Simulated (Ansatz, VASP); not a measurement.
One calculation of LaAgS2, two programs

File POSCAR:

```
LaAgS2
1.0
    4.1300216886      0.0000000000      0.0000000000
    0.0000000000      4.1300216886      0.0000000000
    0.0000000000      0.0000000000      5.6048983260
Ag S La
1 2 1
Direct
    0.0000000000      0.0000000000      0.0000000000
    0.0000000000      0.0000000000      0.5000000000
    0.5000000000      0.5000000000      0.0000000000
    0.5000000000      0.5000000000      0.5000000000
```

File INCAR.step1:

```
PREC     = Accurate       # precision mode
ENCUT    = 400            # plane-wave cutoff, eV
EDIFF    = 1E-5           # SCF threshold, eV
ISMEAR   = -1             # smearing method
SIGMA    = 0.02           # smearing width, eV
LREAL    = False          # projectors in reciprocal space
LASPH    = True           # aspherical terms in the spheres
NELM     = 200            # most SCF steps
ALGO     = Normal         # electronic algorithm
ISIF     = 2              # what is computed and relaxed
LWAVE    = True           # write WAVECAR
LCHARG   = False          # write CHGCAR
NBANDS   = 25             # bands
GGA      = PE             # functional
GGA_COMPAT= False        
LMAXMIX  = 6              # l up to which the mixer works
```

The input INCAR.step2:

```
PREC     = Accurate       # precision mode
ENCUT    = 400            # plane-wave cutoff, eV
EDIFF    = 1E-6           # SCF threshold, eV
ISMEAR   = -1             # smearing method
SIGMA    = 0.02           # smearing width, eV
LREAL    = False          # projectors in reciprocal space
LASPH    = True           # aspherical terms in the spheres
NELM     = 200            # most SCF steps
ALGO     = Normal         # electronic algorithm
ISIF     = 2              # what is computed and relaxed
LWAVE    = False          # write WAVECAR
LCHARG   = False          # write CHGCAR
GGA      = PE             # functional
LHFCALC  = True           # exact exchange
AEXX     = 0.15           # exact-exchange fraction
HFSCREEN = 0.3            # screening, 1/A
PRECFOCK = Normal       
NBANDS   = 25             # bands
ISTART   = 1            
GGA_COMPAT= False        
LMAXMIX  = 6              # l up to which the mixer works
```

File KPOINTS:

```
Automatic mesh
0
Gamma
  4 4 2
```

Input for Ansatz:

```yaml
crystal:
  lattice:
    - [4.1300216886, 0.0, 0.0]
    - [0.0, 4.1300216886, 0.0]
    - [0.0, 0.0, 5.604898326]
  atoms:
    - { symbol: Ag, position: [0.0, 0.0, 0.0] }
    - { symbol: S, position: [0.0, 0.0, 0.5] }
    - { symbol: La, position: [0.5, 0.5, 0.5] }
    - { symbol: S, position: [0.5, 0.5, 0.0] }
kpoints:
  mp_grid: { grid: [4, 4, 2] }
hamiltonian:
  xc: { exchange: pbe, correlation: pbe, exx: { coeff: 0.15, omega: 0.3 } }
scf:
  occupations: { method: fermi_dirac, width: 0.02 }
  n_extra_bands: 5
output:
  forces: true
  stress: true
  eigenvalues: true
```

Alike in both runs: task single point; functional PBE-based screened hybrid; k mesh 4 × 4 × 2; occupations fermi-dirac, width 0.02 eV; no spin polarisation.

```csv
,VASP,Ansatz
version,VASP 6.6.1,Ansatz 0.2.0
potentials or method,"VASP PAW PBE potentials, release 64 (Ag, S, La)",plane waves
plane-wave cutoff (eV),400,420
valence electrons in the cell,34,42
```

Ansatz gave:

- pressure (GPa): 0.3

Task: What did VASP give for the same quantities?

Result: Pressure (GPa): 0.1.

VASP's potentials were made for PBE, not for PBE-based screened hybrid. VASP's potentials hold 34 valence electrons a cell and Ansatz's 42, so a difference there can come from the potentials and not from the codes. Ansatz's warnings: filled band counts differ across k points, stress exchange threshold loose, stress scf threshold loose.

The k mesh is coarse, so the values compare programs but aren't converged. Spin-orbit coupling is off throughout.
